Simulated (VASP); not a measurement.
# Re (P6_3/mmc) in VASP: further runs

The runs below take Re through single point, relaxation of cell and atoms, with PBE.

Everything below comes from runs of VASP 6.6.1. Logs are shortened: lines on timing, memory, paths and dates and some standing lists are left out, and cuts for length are marked.

**1. The cell of the first run**

Symmetry: P6_3/mmc, No. 194, hexagonal system. Conventional cell: a = 2.776 Å, b = 2.776 Å, c = 4.482 Å, α = 90.00°, β = 90.00°, γ = 120.00°. Re (site symmetry -6m2) has 12 Re at 2.75 to 2.78 Å within 3.6 Å.

**2. Single point, PBE**

INCAR reads:

```
SYSTEM = Re
PREC = Accurate
ENCUT = 520
EDIFF = 1E-7
ISMEAR = -1
SIGMA = 0.05
LREAL = .False.
LASPH = .True.
NELM = 100
ALGO = Normal
ISIF = 2
LWAVE = .False.
LCHARG = .True.
GGA = PE
LELF = .True.
LVHAR = .True.
NBANDS = 14
```

KPOINTS reads:

```
regular mesh
0
Gamma
  21 21 12
  0 0 0
```

POSCAR reads:

```
Re
1.0
    2.7755008372      0.0000000000      0.0000000000
   -1.3877504186      2.4036542333      0.0000000000
    0.0000000000      0.0000000000      4.4818222194
Re
2
Direct
    0.3333333333      0.6666666667      0.2500000000
    0.6666666667      0.3333333333      0.7500000000
```

Potentials or basis: VASP PAW PBE potentials, release 64 (Re).

Started as:

```bash
> cat potpaw_PBE.64/Re/POTCAR > POTCAR
> mpirun -np 1 vasp_std > vasp.out
```

OUTCAR:

```text
SYSTEM = Re
   PREC = Accurate
   ENCUT = 520
   EDIFF = 1E-7
   ISMEAR = -1
   LREAL = .False.
   LASPH = .True.
   NELM = 100
   ISIF = 2
   GGA = PE

 ion  position               nearest neighbor table
   1  0.333  0.667  0.250-   2 2.75   2 2.75   2 2.75   2 2.75   2 2.75   2 2.75
   2  0.667  0.333  0.750-   1 2.75   1 2.75   1 2.75   1 2.75   1 2.75   1 2.75

  LATTYP: Found a hexagonal cell.
 ALAT       =     2.7755008372
 C/A-ratio  =     1.6147796316

  Lattice vectors:

 A1 = (   2.7755008372,   0.0000000000,   0.0000000000)
 A2 = (  -1.3877504186,   2.4036542333,   0.0000000000)
 A3 = (   0.0000000000,   0.0000000000,   4.4818222194)

Analysis of symmetry for initial positions (statically):
=====================================================================
 Subroutine PRICEL returns:
 Original cell was already a primitive cell.

 Routine SETGRP: Setting up the symmetry group for a
 hexagonal supercell.

 Subroutine GETGRP returns: Found 24 space group operations
 (whereof 12 operations were pure point group operations)
 out of a pool of 24 trial point group operations.

The static configuration has the point symmetry D_3d.
 The point group associated with its full space group is D_6h.

Analysis of symmetry for dynamics (positions and initial velocities):
=====================================================================
 Subroutine PRICEL returns:
 Original cell was already a primitive cell.

 Routine SETGRP: Setting up the symmetry group for a
 hexagonal supercell.

 Subroutine GETGRP returns: Found 24 space group operations
 (whereof 12 operations were pure point group operations)
 out of a pool of 24 trial point group operations.

The dynamic configuration has the point symmetry D_3d.
 The point group associated with its full space group is D_6h.

 Subroutine INISYM returns: Found 24 space group operations
 (whereof 12 operations are pure point group operations),
 and found     1 'primitive' translations

----------------------------------------------------------------------------------------

                                     Primitive cell

  volume of cell :      29.8998

  direct lattice vectors                    reciprocal lattice vectors
     2.775500837  0.000000000  0.000000000     0.360295334  0.208016608  0.000000000
    -1.387750419  2.403654233  0.000000000     0.000000000  0.416033216  0.000000000
     0.000000000  0.000000000  4.481822219     0.000000000  0.000000000  0.223123531

  length of vectors
     2.775500837  2.775500837  4.481822219     0.416033216  0.416033216  0.223123531

  position of ions in fractional coordinates (direct lattice)
     0.333333333  0.666666667  0.250000000
     0.666666667  0.333333333  0.750000000

  ion indices of the primitive-cell ions
   primitive index   ion index
                 1           1
                 2           2

----------------------------------------------------------------------------------------

 KPOINTS: regular mesh

Automatic generation of k-mesh.
 Grid dimensions read from file:
 generate k-points for:   21   21   12

 Generating k-lattice:

  Cartesian coordinates                     Fractional coordinates (reciprocal lattice)
     0.017156921  0.009905553  0.000000000     0.047619048  0.000000000  0.000000000
     0.000000000  0.019811106  0.000000000     0.000000000  0.047619048  0.000000000
     0.000000000  0.000000000  0.018593628     0.000000000  0.000000000  0.083333333

  Length of vectors
     0.019811106  0.019811106  0.018593628

  Shift w.r.t. Gamma in fractional coordinates (k-lattice)
     0.000000000  0.000000000  0.000000000

 Subroutine IBZKPT returns following result:
 ===========================================

 Found    336 irreducible k-points:

 Following reciprocal coordinates:
            Coordinates               Weight
  0.000000  0.000000  0.000000      1.000000
  0.047619  0.000000  0.000000      6.000000
  0.095238  0.000000  0.000000      6.000000
  0.142857  0.000000  0.000000      6.000000
  0.190476  0.000000  0.000000      6.000000
  0.238095  0.000000  0.000000      6.000000
[... 16 lines left out ...]
  0.142857  0.095238  0.000000     12.000000
  0.190476  0.095238  0.000000     12.000000
 [... further k-points ...]
   k-points           NKPTS =    336   k-points in BZ     NKDIM =    336   number of bands    NBANDS=     14
   number of dos      NEDOS =    301   number of ions     NIONS =      2
   total plane-waves  NPLWV =  20736
   dimension x,y,z NGX =    24 NGY =   24 NGZ =   36
   dimension x,y,z NGXF=    48 NGYF=   48 NGZF=   72
   ions per type =               2
   NGX,Y,Z   is equivalent  to a cutoff of  14.38, 14.38, 13.35 a.u.
   NGXF,Y,Z  is equivalent  to a cutoff of  28.75, 28.75, 26.71 a.u.
 SYSTEM =  Re
   PREC   = accura    normal or accurate (medium, high low for compatibility)
   ISTART =      0    job   : 0-new  1-cont  2-samecut
   ICHARG =      2    charge: 1-file 2-atom 10-const
   ISPIN  =      1    spin polarized calculation?
   LNONCOLLINEAR =      F non collinear calculations
   LSORBIT =      F    spin-orbit coupling
   LASPH  =      T    aspherical Exc in radial PAW
   ENCUT  =  520.0 eV  38.22 Ry    6.18 a.u.   5.16  5.16  8.33*2*pi/ulx,y,z
   NELM   =    100;   NELMIN=  2; NELMDL= -5     # of ELM steps
   EDIFF  = 0.1E-06   stopping-criterion for ELM
   LREAL  =      F    real-space projection
   EDIFFG = 0.1E-05   stopping-criterion for IOM
   NSW    =      0    number of steps for IOM
   IBRION =     -1    ionic relax: 0-MD 1-quasi-New 2-CG
   NFREE  =      0    steps in history (QN), initial steepest desc. (CG)
   ISIF   =      2    stress and relaxation
   ISYM   =      2    0-nonsym 1-usesym 2-fastsym
   POTIM  = 0.5000    time-step for ionic-motion
   TEBEG  =    0.0;   TEEND  =   0.0 temperature during run
   PSTRESS=    0.0 pullay stress
   NELECT =      14.0000    total number of electrons
   NUPDOWN=      -1.0000    fix difference up-down
   EMIN   =  10.00;   EMAX   =-10.00  energy-range for DOS
   EFERMI =   0.00;   METHOD = LEGACY
   ISMEAR =    -1;   SIGMA  =   0.05  broadening in eV -4-tet -1-fermi 0-gaus
   EFERMI_NEDOS =   21; number of points for ismear=-14 and -15
   IALGO  =     38    algorithm
   IMIX   =      4    mixing-type and parameters
     AMIX     =   0.40;   BMIX     =  1.00
     AMIX_MAG =   1.60;   BMIX_MAG =  1.00
  volume/ion in A,a.u.               =      14.95       100.89
  Fermi-wavevector in a.u.,A,eV,Ry     =   1.271242  2.402299 21.987775  1.616056
  Thomas-Fermi vector in A             =   2.404186
   LORBIT       =      0    0 simple, 1 ext, 2 COOP (PROOUT), +10 PAW based schemes
   GGA     = PE    functional components
   LHFCALC =     F    Hartree Fock is set to
   AEXX    =    0.0000 exact exchange contribution
   IVDW    =     0    specifies the selected vdW correction
   LEPSILON=     F    determine dielectric tensor
   LRPA    =     F    only Hartree local field effects (RPA)
 non-spin polarized calculation
  energy-cutoff  :      520.00
  volume of cell :       29.90
 maximum number of plane-waves:       821
 NGX is ok and might be reduce to    24
   NGX = 11   NGY = 11   NGZ = 17

 number of electron      14.0000000 magnetization

 Free energy of the ion-electron system (eV)
  ---------------------------------------------------
  ext. energy  EPLUGINS =         0.00000000
  ---------------------------------------------------
  free energy    TOTEN  =       -24.85775323 eV

  energy without entropy =      -24.84412724  energy(sigma->0) =      -24.85094023

 E-fermi :   7.6827     XC(G=0): -13.6425

 val. band max:        7.6810037857   @ k =   0.4286   0.0476   0.1667
 cond. band min:       7.6840102586   @ k =   0.3810   0.0000   0.2500
 fundamental gap:      0.0030064729
 Fermi energy:         7.6827473230

 k-point     1 :       0.0000    0.0000    0.0000
  band No.  band energies     occupation
      1      -2.0668      2.00000
      2       1.1840      2.00000
      3       6.1521      2.00000
      4       6.1533      2.00000
      5       6.1533      2.00000
      6       6.9686      2.00000
      7       6.9686      2.00000
      8       7.8764      0.04076
      9       7.8764      0.04076
     10       8.2755      0.00001
     11      10.9809      0.00000
     12      10.9809      0.00000
     13      17.4967      0.00000
     14      21.8154      0.00000

 k-point     2 :       0.0476    0.0000    0.0000
  band No.  band energies     occupation
      1      -1.9751      2.00000
      2       1.2706      2.00000
      3       5.8494      2.00000
      4       6.2367      2.00000
      5       6.4250      2.00000
      6       6.9017      2.00000
      7       7.0474      1.99999
      8       7.7054      0.77720
      9       7.8047      0.16058
     10       8.0138      0.00266
     11      11.0295      0.00000
     12      11.4193      0.00000
     13      17.4922      0.00000
     14      22.0195      0.00000

 k-point     3 :       0.0952    0.0000    0.0000
  band No.  band energies     occupation
      1      -1.7057      2.00000
      2       1.5191      2.00000
      3       5.4994      2.00000
      4       6.4849      2.00000
      5       6.6327      2.00000
      6       6.7948      2.00000
      7       6.9980      2.00000
      8       7.2814      1.99935
      9       7.6101      1.62075
     10       7.8006      0.17316
     11      11.1564      0.00000
     12      12.3640      0.00000
     13      17.4636      0.00000
     14      22.5962      0.00000

 k-point     4 :       0.1429    0.0000    0.0000
  band No.  band energies     occupation
      1      -1.2757      2.00000
      2       1.8890      2.00000
      3       5.1324      2.00000
      4       6.1476      2.00000
      5       6.4135      2.00000
      6       6.8914      2.00000
      7       7.1016      1.99998
      8       7.3375      1.99800
      9       7.5963      1.69874
     10       7.6627      1.19816
     11      11.3215      0.00000
     12      13.4776      0.00000
     13      17.3807      0.00000
     14      23.4033      0.00000

 k-point     5 :       0.1905    0.0000    0.0000
  band No.  band energies     occupation
      1      -0.7164      2.00000
      2       2.2882      2.00000
      3       4.8321      2.00000
      4       5.3256      2.00000
      5       6.1440      2.00000
      6       7.0310      2.00000
      7       7.3624      1.99671
      8       7.4443      1.98317
      9       7.5491      1.87093
     10       8.1773      0.00010
     11      11.4888      0.00000
[... 276 lines left out ...]
 k-point    22 :       0.0952    0.0952    0.0000
  band No.  band energies     occupation
      1      -1.0246      2.00000
      2       2.1078      2.00000
      3       4.9092      2.00000
      4       5.8283      2.00000
      5       6.3411      2.00000
      6       6.8826      2.00000
      7       7.1193      1.99997
      8       7.1812      1.99991
      9       7.7630      0.33472
     10       7.9894      0.00433
     11      11.3325      0.00000
     12      14.0565      0.00000
     13      17.3227      0.00000
     14      23.7868      0.00000

 k-point    23 :       0.1429    0.0952    0.0000
  band No.  band energies     occupation
      1      -0.4745      2.00000
      2       2.5165      2.00000
      3       4.5790      2.00000
      4       5.1301      2.00000
      5       6.1221      2.00000
      6       6.5377      2.00000
      7       7.4384      1.98501
      8       7.6107      1.61722
      9       7.7776      0.26089
     10       8.5901      0.00000
     11      11.4328      0.00000
     12      15.1427      0.00000
     13      17.1728      0.00000
     14      23.9757      0.00000

 k-point    24 :       0.1905    0.0952    0.0000
  band No.  band energies     occupation
      1       0.1623      2.00000
      2       2.8220      2.00000
      3       4.3971      2.00000
      4       4.4633      2.00000
      5       5.9788      2.00000
      6       6.2498      2.00000
      7       7.3824      1.99509
      8       7.8726      0.04385
      9       8.4986      0.00000
     10       9.3119      0.00000
     11      11.5293      0.00000
     12      16.2698      0.00000
     13      16.9931      0.00000
     14      22.8424      0.00000

 [... further k-points ...]

------------------------ aborting loop because EDIFF is reached ----------------------------------------

  FORCE on cell =-STRESS in cart. coord.  units (eV):
  Direction    XX          YY          ZZ          XY          YZ          ZX
  --------------------------------------------------------------------------------------
  -------------------------------------------------------------------------------------
  Total       -0.0907062     -0.0907062     -0.1216449      0.0000000      0.0000000      0.0000000
  in kB       -4.8604827     -4.8604827     -6.5183344      0.0000000      0.0000000      0.0000000
  external PRESSURE =      -5.4131000 kB  Pullay stress =       0.0000000 kB

 VOLUME and BASIS-vectors are now :
 -----------------------------------------------------------------------------
  energy-cutoff  :      520.00
  volume of cell :       29.90
      direct lattice vectors                 reciprocal lattice vectors
     2.775500837  0.000000000  0.000000000     0.360295334  0.208016608  0.000000000
    -1.387750419  2.403654233  0.000000000     0.000000000  0.416033216  0.000000000
     0.000000000  0.000000000  4.481822219     0.000000000  0.000000000  0.223123531

 POSITION                                       TOTAL-FORCE (eV/Angst)
 -----------------------------------------------------------------------------------
     -0.00000      1.60244      1.12046        -0.000000      0.000000      0.000000
      1.38775      0.80122      3.36137         0.000000     -0.000000      0.000000
 -----------------------------------------------------------------------------------
    total drift:                               -0.000000      0.000000     -0.000000

  FREE ENERGIE OF THE ION-ELECTRON SYSTEM (eV)
  ---------------------------------------------------
  free  energy   TOTEN  =       -24.8577532298 eV

  energy  without entropy=      -24.8441272374  energy(sigma->0) =      -24.85094023
```

Wall time 6.8 min (1 thread of Intel Xeon 8259CL, shared host); peak memory 0.23 GiB.

Results:

```yaml
Free_energy: -24.8578 eV
Pressure: -0.5 GPa
Band_gap_on_the_k_mesh: zero (bands 7 and 8 overlap by 3.16 eV)
```

Levels at points of the mesh, in eV from the Fermi level:
```csv
k point,band 5,band 6,band 7,band 8,band 9,band 10
"(0.00, 0.00, 0.00)",-1.53,-0.71,-0.71,0.19,0.19,0.59
"(0.00, 0.00, 0.50)",-1.66,-1.66,-1.66,-1.66,2.50,2.50
```

Caveat: spin-orbit coupling is left out, which moves the levels of the heavy elements.

**3. Relaxation of cell and atoms, PBE**

This run uses another cell than the first one, of 14.71 Å³/atom.

INCAR reads:

```
  PREC = Accurate
  ENCUT = 600
  EDIFF = 1E-6
  ISMEAR = -1
  SIGMA = 0.05
  LREAL = False
  LASPH = True
  NELM = 100
  ALGO = Normal
  ISIF = 3
  LWAVE = False
  LCHARG = False
  GGA = PE
  IBRION = 2
  NSW = 100
  EDIFFG = -0.003
```

KPOINTS reads:

```
regular mesh
0
Gamma
  21 21 12
```

POSCAR reads:

```
Re
1.0
    2.7608000000      0.0000000000      0.0000000000
   -1.3804000000      2.3909229348      0.0000000000
    0.0000000000      0.0000000000      4.4582000000
Re
2
Direct
    0.3333333333      0.6666666667      0.2500000000
    0.6666666667      0.3333333333      0.7500000000
```

Potentials or basis: VASP PAW PBE potentials, release 64 (Re).

Started as:

```bash
> cat potpaw_PBE.64/Re/POTCAR > POTCAR
> mpirun -np 1 vasp_std > vasp.out
```

It took 23 min on 1 thread of Intel Xeon 8259CL, shared host; peak memory 0.25 GiB.

It converged, with:

```yaml
Free_energy: -24.8599 eV
Relaxed_volume: 14.93 Å³/atom
Relaxed_cell: a = 2.775 Å, b = 2.775 Å, c = 4.479 Å, α = 90.00°, β = 90.00°, γ = 120.00°
Space_group_after_relaxing_to_0.1_Å: P6_3/mmc (No. 194)
Energy_gained_by_relaxing: 3.8 meV/atom
Ionic_steps: 22
Pressure_after_relaxing: 0.0 GPa
Band_gap_on_the_k_mesh: zero (bands 7 and 8 overlap by 3.16 eV)
```

The path:
| step | energy change (eV) | largest force (eV/Å) | pressure (GPa) | volume (Å³) |
| --- | --- | --- | --- | --- |
| 1 | 0.0000 | 0.0000 | 5.70 | 29.43 |
| 2 | 0.1118 | 0.0000 | -19.53 | 31.71 |
| 3 | -0.0076 | 0.0000 | -0.17 | 29.88 |
| 4 | -0.0076 | 0.0000 | -0.05 | 29.86 |
| 5 | -0.0076 | 0.0000 | 0.05 | 29.85 |
| 6 | -0.0076 | 0.0000 | 0.14 | 29.85 |
| 7 | -0.0076 | 0.0000 | 0.13 | 29.85 |
| 8 | -0.0076 | 0.0000 | 0.13 | 29.86 |
| 9 | -0.0076 | 0.0000 | -0.04 | 29.87 |
| 10 | -0.0076 | 0.0000 | -0.07 | 29.87 |
| 11 | -0.0076 | 0.0000 | 0.00 | 29.86 |
| 12 | -0.0076 | 0.0000 | 0.04 | 29.86 |
| 13 | -0.0076 | 0.0000 | 0.02 | 29.86 |
| 14 | -0.0076 | 0.0000 | 0.04 | 29.86 |
| 15 | -0.0076 | 0.0000 | 0.06 | 29.86 |
| 16 | -0.0076 | 0.0000 | 0.04 | 29.86 |
| 17 | -0.0076 | 0.0000 | 0.01 | 29.87 |
| 18 | -0.0076 | 0.0000 | 0.00 | 29.86 |
| 19 | -0.0076 | 0.0000 | 0.01 | 29.86 |
| 20 | -0.0076 | 0.0000 | 0.03 | 29.86 |
| 21 | -0.0076 | 0.0000 | 0.02 | 29.86 |
| 22 | -0.0076 | 0.0000 | 0.03 | 29.86 |

Final structure:
```
Re
1.0
     2.77465    0.00000    0.00000
    -1.38732    2.40292    0.00000
     0.00000    0.00000    4.47912
Re
2
Direct
  0.33333 0.66667 0.25000
  0.66667 0.33333 0.75000
```

Levels at points of the mesh, in eV from the Fermi level:
| k point | band 4 | band 5 | band 6 | band 7 | band 8 | band 9 | band 10 | band 11 |
| --- | --- | --- | --- | --- | --- | --- | --- | --- |
| (0.00, 0.00, 0.00) | -1.53 | -1.53 | -0.72 | -0.72 | 0.19 | 0.19 | 0.60 | 3.30 |
| (0.00, 0.00, 0.50) | -2.33 | -1.66 | -1.66 | -1.66 | -1.66 | 2.50 | 2.50 | 2.50 |

Caveat: spin-orbit coupling is left out, which moves the levels of the heavy elements. Zero-point motion and thermal expansion aren't in these numbers.
